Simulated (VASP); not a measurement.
# PbO2 in VASP: further runs

Aim: see how the results for PbO2 move with the level of theory and the settings. Levels: revpbe exchange, lda correlation, PBE, r2SCAN-based global hybrid with 50 % exact exchange. Tasks: relaxation of the atoms, single point.

All numbers are computed with VASP 6.6.1; they aren't measurements. Logs are shortened: lines on timing, memory, paths and dates and some standing lists are left out, and cuts for length are marked.

## Step 1: The cell of the first run

The typed cell holds 3 atoms: a = 3.821 Å, b = 3.821 Å, c = 3.821 Å, α = 60.00°, β = 60.00°, γ = 60.00°.

## Step 2: Relaxation of the atoms, revpbe exchange, lda correlation (atoms moved at random)

Contents of INCAR:

```
ALGO     = Normal         # electronic algorithm
EDIFF    = 1E-7           # SCF threshold, eV
EDIFFG   = -0.005         # ionic threshold
ENCUT    = 520            # plane-wave cutoff, eV
GGA      = LIBXC          # functional
GGA_COMPAT= F            
IBRION   = 2              # ionic algorithm
ISIF     = 2              # what is computed and relaxed
ISMEAR   = 0              # smearing method
LASPH    = T              # aspherical terms in the spheres
LCHARG   = F              # write CHGCAR
LIBXC1   = GGA_X_PBE_R  
LIBXC2   = LDA_C_PW     
LREAL    = F              # projectors in reciprocal space
LWAVE    = F              # write WAVECAR
NELM     = 120            # most SCF steps
NELMIN   = 4            
NSW      = 80             # ionic steps
PREC     = Accurate       # precision mode
SIGMA    = 0.1            # smearing width, eV
```

Contents of KPOINTS:

```
k-points
0
Gamma
  7 7 7
```

Contents of POSCAR:

```
PbO2
1.0
    0.0000000000      2.7019920000      2.7019920000
    2.7019920000      0.0000000000      2.7019920000
    2.7019920000      2.7019920000      0.0000000000
Pb O
1 2
Direct
    0.0039770000      0.0007010000     -0.0031150000
    0.7295520000      0.7471320000      0.7709480000
    0.2432260000      0.2340300000      0.2736710000
```

Potentials or basis: VASP PAW PBE potentials, release 64 (Pb_d, O).

The run is started by

```console
> cat potpaw_PBE.64/Pb_d/POTCAR potpaw_PBE.64/O/POTCAR > POTCAR
> mpirun -np 1 vasp_std > vasp.out
```

OUTCAR:

```text
EDIFF = 1E-7
   EDIFFG = -0.005
   ENCUT = 520
   GGA = LIBXC
   IBRION = 2
   ISIF = 2
   ISMEAR = 0
   LASPH = T
   LREAL = F
   NELM = 120
   NELMIN = 4
   NSW = 80
   PREC = Accurate

 ion  position               nearest neighbor table
   1  0.004  0.001  0.997-   3 2.26   2 2.26   2 2.33   3 2.34   2 2.35   3 2.38   3 2.39   2 2.42

   2  0.730  0.747  0.771-   1 2.26   1 2.33   1 2.35   1 2.42
   3  0.243  0.234  0.274-   1 2.26   1 2.34   1 2.38   1 2.39

  LATTYP: Found a face centered cubic cell.
 ALAT       =     5.4039840000

  Lattice vectors:

 A1 = (   0.0000000000,   2.7019920000,   2.7019920000)
 A2 = (   2.7019920000,   0.0000000000,   2.7019920000)
 A3 = (   2.7019920000,   2.7019920000,   0.0000000000)

Analysis of symmetry for initial positions (statically):
=====================================================================
 Subroutine PRICEL returns:
 Original cell was already a primitive cell.

 Routine SETGRP: Setting up the symmetry group for a
 face centered cubic supercell.

 Subroutine GETGRP returns: Found  1 space group operations
 (whereof  1 operations were pure point group operations)
 out of a pool of 48 trial point group operations.

The static configuration has the point symmetry C_1 .

Analysis of symmetry for dynamics (positions and initial velocities):
=====================================================================
 Subroutine PRICEL returns:
 Original cell was already a primitive cell.

 Routine SETGRP: Setting up the symmetry group for a
 face centered cubic supercell.

 Subroutine GETGRP returns: Found  1 space group operations
 (whereof  1 operations were pure point group operations)
 out of a pool of 48 trial point group operations.

The dynamic configuration has the point symmetry C_1 .

 Subroutine INISYM returns: Found  1 space group operations
 (whereof  1 operations are pure point group operations),
 and found     1 'primitive' translations

----------------------------------------------------------------------------------------

                                     Primitive cell

  volume of cell :      39.4532

  direct lattice vectors                    reciprocal lattice vectors
     0.000000000  2.701992000  2.701992000    -0.185048660  0.185048660  0.185048660
     2.701992000  0.000000000  2.701992000     0.185048660 -0.185048660  0.185048660
     2.701992000  2.701992000  0.000000000     0.185048660  0.185048660 -0.185048660

  length of vectors
     3.821193732  3.821193732  3.821193732     0.320513682  0.320513682  0.320513682

  position of ions in fractional coordinates (direct lattice)
     0.003977000  0.000701000  0.996885000
     0.729552000  0.747132000  0.770948000
     0.243226000  0.234030000  0.273671000

  ion indices of the primitive-cell ions
   primitive index   ion index
                 1           1
                 2           2
                 3           3

----------------------------------------------------------------------------------------

 KPOINTS: k-points

Automatic generation of k-mesh.
 Grid dimensions read from file:
 generate k-points for:    7    7    7

 Generating k-lattice:

  Cartesian coordinates                     Fractional coordinates (reciprocal lattice)
    -0.026435523  0.026435523  0.026435523     0.142857143  0.000000000  0.000000000
     0.026435523 -0.026435523  0.026435523     0.000000000  0.142857143  0.000000000
     0.026435523  0.026435523 -0.026435523     0.000000000  0.000000000  0.142857143

  Length of vectors
     0.045787669  0.045787669  0.045787669

  Shift w.r.t. Gamma in fractional coordinates (k-lattice)
     0.000000000  0.000000000  0.000000000

 Subroutine IBZKPT returns following result:
 ===========================================

 Found    172 irreducible k-points:

 Following reciprocal coordinates:
            Coordinates               Weight
  0.000000  0.000000  0.000000      1.000000
  0.142857  0.000000  0.000000      2.000000
  0.000000  0.142857  0.000000      2.000000
  0.000000  0.000000  0.142857      2.000000
  0.142857  0.142857  0.142857      2.000000
  0.285714  0.000000  0.000000      2.000000
[... 16 lines left out ...]
  0.142857 -0.142857 -0.142857      2.000000
  0.285714  0.285714  0.142857      2.000000
 [... further k-points ...]
   k-points           NKPTS =    172   k-points in BZ     NKDIM =    172   number of bands    NBANDS=     17
   number of dos      NEDOS =    301   number of ions     NIONS =      3
   total plane-waves  NPLWV =  21952
   dimension x,y,z NGX =    28 NGY =   28 NGZ =   28
   dimension x,y,z NGXF=    56 NGYF=   56 NGZF=   56
   ions per type =               1   2
   NGX,Y,Z   is equivalent  to a cutoff of  12.18, 12.18, 12.18 a.u.
   NGXF,Y,Z  is equivalent  to a cutoff of  24.36, 24.36, 24.36 a.u.
 SYSTEM =  unknown system
   PREC   = accura    normal or accurate (medium, high low for compatibility)
   ISTART =      0    job   : 0-new  1-cont  2-samecut
   ICHARG =      2    charge: 1-file 2-atom 10-const
   ISPIN  =      1    spin polarized calculation?
   LNONCOLLINEAR =      F non collinear calculations
   LSORBIT =      F    spin-orbit coupling
   LASPH  =      T    aspherical Exc in radial PAW
   ENCUT  =  520.0 eV  38.22 Ry    6.18 a.u.   7.10  7.10  7.10*2*pi/ulx,y,z
   NELM   =    120;   NELMIN=  4; NELMDL= -5     # of ELM steps
   EDIFF  = 0.1E-06   stopping-criterion for ELM
   LREAL  =      F    real-space projection
   EDIFFG = -.5E-02   stopping-criterion for IOM
   NSW    =     80    number of steps for IOM
   IBRION =      2    ionic relax: 0-MD 1-quasi-New 2-CG
   NFREE  =      1    steps in history (QN), initial steepest desc. (CG)
   ISIF   =      2    stress and relaxation
   ISYM   =      2    0-nonsym 1-usesym 2-fastsym
   POTIM  = 0.5000    time-step for ionic-motion
   TEBEG  =    0.0;   TEEND  =   0.0 temperature during run
   PSTRESS=    0.0 pullay stress
   NELECT =      26.0000    total number of electrons
   NUPDOWN=      -1.0000    fix difference up-down
   EMIN   =  10.00;   EMAX   =-10.00  energy-range for DOS
   EFERMI =   0.00;   METHOD = LEGACY
   ISMEAR =     0;   SIGMA  =   0.10  broadening in eV -4-tet -1-fermi 0-gaus
   EFERMI_NEDOS =   21; number of points for ismear=-14 and -15
   IALGO  =     38    algorithm
   IMIX   =      4    mixing-type and parameters
     AMIX     =   0.40;   BMIX     =  1.00
     AMIX_MAG =   1.60;   BMIX_MAG =  1.00
  volume/ion in A,a.u.               =      13.15        88.75
  Fermi-wavevector in a.u.,A,eV,Ry     =   1.424640  2.692180 27.614384  2.029600
  Thomas-Fermi vector in A             =   2.545110
   LORBIT       =      0    0 simple, 1 ext, 2 COOP (PROOUT), +10 PAW based schemes
   GGA     = LIBXC    functional components
   LHFCALC =     F    Hartree Fock is set to
   AEXX    =    0.0000 exact exchange contribution
   IVDW    =     0    specifies the selected vdW correction
   LEPSILON=     F    determine dielectric tensor
   LRPA    =     F    only Hartree local field effects (RPA)
 conjugate gradient relaxation of ions
 non-spin polarized calculation
 Gauss-broadening in eV      SIGMA  =   0.10
  energy-cutoff  :      520.00
  volume of cell :       39.45
 maximum number of plane-waves:      1073
   NGX = 15   NGY = 15   NGZ = 15

--------------------------------------- Ionic step        1  -------------------------------------------

 number of electron      25.9999995 magnetization

 Free energy of the ion-electron system (eV)
  ---------------------------------------------------
  ext. energy  EPLUGINS =         0.00000000
  ---------------------------------------------------
  free energy    TOTEN  =       -12.66217403 eV

  energy without entropy =      -12.65978845  energy(sigma->0) =      -12.66098124

------------------------ aborting loop because EDIFF is reached ----------------------------------------

  FORCE on cell =-STRESS in cart. coord.  units (eV):
  Direction    XX          YY          ZZ          XY          YZ          ZX
  --------------------------------------------------------------------------------------
  -------------------------------------------------------------------------------------
  Total        3.3620737      3.3935481      3.3249699      0.0311105      0.0209100     -0.2162249
  in kB      136.5323742    137.8105370    135.0256031      1.2633839      0.8491479     -8.7808008
  external PRESSURE =     136.4561714 kB  Pullay stress =       0.0000000 kB
[... 207 lines left out ...]
  energy  without entropy=      -12.6963390357  energy(sigma->0) =      -12.69754924

--------------------------------------- Ionic step        7  -------------------------------------------

 number of electron      26.0000002 magnetization

 Free energy of the ion-electron system (eV)
  ---------------------------------------------------
  ext. energy  EPLUGINS =         0.00000000
  ---------------------------------------------------
  free energy    TOTEN  =       -12.69876161 eV

  energy without entropy =      -12.69634141  energy(sigma->0) =      -12.69755151

 E-fermi :   5.6569     XC(G=0): -10.7088

 val. band max:        5.5365827097   @ k =  -0.2857   0.2857  -0.4286
 cond. band min:       5.7312528769   @ k =   0.0000   0.1429   0.1429
 fundamental gap:      0.1946701672
 Fermi energy:         5.6569228350

 k-point     1 :       0.0000    0.0000    0.0000
  band No.  band energies     occupation
      1     -12.8031      2.00000
      2     -10.1949      2.00000
      3     -10.1949      2.00000
      4     -10.1948      2.00000
      5     -10.1022      2.00000
      6      -9.9859      2.00000
[... 9 lines left out ...]
     16      12.9566      0.00000
     17      12.9579      0.00000
[... 443 lines left out ...]
      1     -12.3029      2.00000
      2     -11.4306      2.00000
      3     -10.1135      2.00000
      4     -10.0875      2.00000
      5     -10.0035      2.00000
      6      -9.9597      2.00000
[... 9 lines left out ...]
     16      14.3982      0.00000
     17      14.5670      0.00000

 [... further k-points ...]

------------------------ aborting loop because EDIFF is reached ----------------------------------------

  FORCE on cell =-STRESS in cart. coord.  units (eV):
  Direction    XX          YY          ZZ          XY          YZ          ZX
  --------------------------------------------------------------------------------------
  -------------------------------------------------------------------------------------
  Total        3.2229762      3.2228793      3.2228103      0.0002235     -0.0005571     -0.0011806
  in kB      130.8836845    130.8797495    130.8769451      0.0090751     -0.0226243     -0.0479441
  external PRESSURE =     130.8801264 kB  Pullay stress =       0.0000000 kB
[... 18 lines left out ...]
  FREE ENERGIE OF THE ION-ELECTRON SYSTEM (eV)
  ---------------------------------------------------
  free  energy   TOTEN  =       -12.6987616136 eV

  energy  without entropy=      -12.6963414135  energy(sigma->0) =      -12.69755151

 reached required accuracy - stopping structural energy minimisation
```

It took 4.1 min on 1 thread of Intel Xeon Platinum 8559C (Emerald Rapids), shared host; peak memory 0.24 GiB.

Results:

| Property | Result |
| --- | --- |
| Free energy | -12.6988 eV |
| Energy gained by relaxing | 12.2 meV/atom |
| Ionic steps | 7 |
| Pressure after relaxing | 13.1 GPa |
| Largest force after relaxing | 0.003 eV/Å |
| Band gap on the k mesh | zero (bands 13 and 14 overlap by 1.06 eV) |

Forces in eV/Å, atoms in the order of the input:
```
Pb   0.000  0.002 -0.001
O    0.001  0.001  0.000
O   -0.001 -0.003  0.001
```

Step by step:
| step | energy change (eV) | largest force (eV/Å) | pressure (GPa) |
| --- | --- | --- | --- |
| 1 | 0.0000 | 0.6636 | 13.65 |
| 2 | -0.0296 | 0.2833 | 13.20 |
| 3 | -0.0360 | 0.0741 | 13.10 |
| 4 | -0.0360 | 0.0726 | 13.09 |
| 5 | -0.0365 | 0.0295 | 13.09 |
| 6 | -0.0366 | 0.0053 | 13.09 |
| 7 | -0.0366 | 0.0034 | 13.09 |

Final structure:
```
Pb O
1.0
     0.00000    2.70199    2.70199
     2.70199    0.00000    2.70199
     2.70199    2.70199    0.00000
Pb O
1 2
Direct
  0.99224 0.99401 0.01379
  0.74225 0.74396 0.76380
  0.24227 0.24390 0.26392
```

Caveat: the cell differs from its parent crystal (atoms moved at random); the PAW data sets were made with another functional, which shifts forces and pressure a little; spin-orbit coupling is left out, which moves the levels of the heavy elements.

(Part 1 of 2 ends here.)

The gap in the log of VASP goes by the Fermi energy; the results here count the filled bands.